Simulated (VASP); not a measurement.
Wanted: the native input for a VASP 6.6.1 run.

| Quantity | Value |
| --- | --- |
| Task | relaxation of cell and atoms |
| Functional | PBE |
| Potentials or basis | VASP PAW PBE potentials, release 64 (Be) |
| Cutoff | 600 eV |
| k mesh | 10 × 10 × 6 |
| Occupations | methfessel-paxton, width 0.1 eV |
| Spin | no spin polarisation |
| Target pressure | 20 GPa |
| Dipole correction | no |
| Further INCAR settings | ALGO = Normal; EDIFF = 1e-06; IBRION = 2; EDIFFG = -0.01; NSW = 80; ISIF = 3 |

The structure of Be lies in POSCAR:

```
Be
1.0
    2.2500000000      0.0000000000      0.0000000000
   -1.1250000000      1.9485571585      0.0000000000
    0.0000000000      0.0000000000      3.6742500000
Be
2
Direct
    0.3333333333      0.6666666667      0.2500000000
    0.6666666667      0.3333333333      0.7500000000
```

The input as run:

INCAR

```
PREC = Accurate ; ENCUT = 600
EDIFF = 1E-6 ; ISMEAR = 1
SIGMA = 0.1 ; LREAL = F
LASPH = T ; NELM = 60
ALGO = Normal ; ISIF = 3
LWAVE = F ; LCHARG = F
GGA = PE ; IBRION = 2
NSW = 80 ; EDIFFG = -0.01
PSTRESS = 200.0
```

KPOINTS

```
regular mesh
0
Gamma
  10 10 6
```

Potentials or basis: VASP PAW PBE potentials, release 64 (Be).

Run with:

```bash
$ cat potpaw_PBE.64/Be/POTCAR > POTCAR
$ mpirun -np 1 vasp_std > vasp.out
```

It gave:

- Relaxed volume: 6.96 Å³/atom
- Relaxed cell: a = 2.177 Å, b = 2.177 Å, c = 3.392 Å, α = 90.00°, β = 90.00°, γ = 120.00°
- Space group after relaxing (to 0.1 Å): P6_3/mmc (No. 194)
- Energy change on relaxing (the run minimises the enthalpy): +40.3 meV/atom
- Ionic steps: 7
- Pressure after relaxing: 20.1 GPa
- Band gap on the k mesh: zero (bands 2 and 3 overlap by 0.78 eV)

Caveat: the cell is relaxed towards a set pressure, so the run minimises the enthalpy, not the energy.

Run time: 25 s on 1 thread of AMD EPYC 7R13 (shared host), peak memory 0.09 GiB.
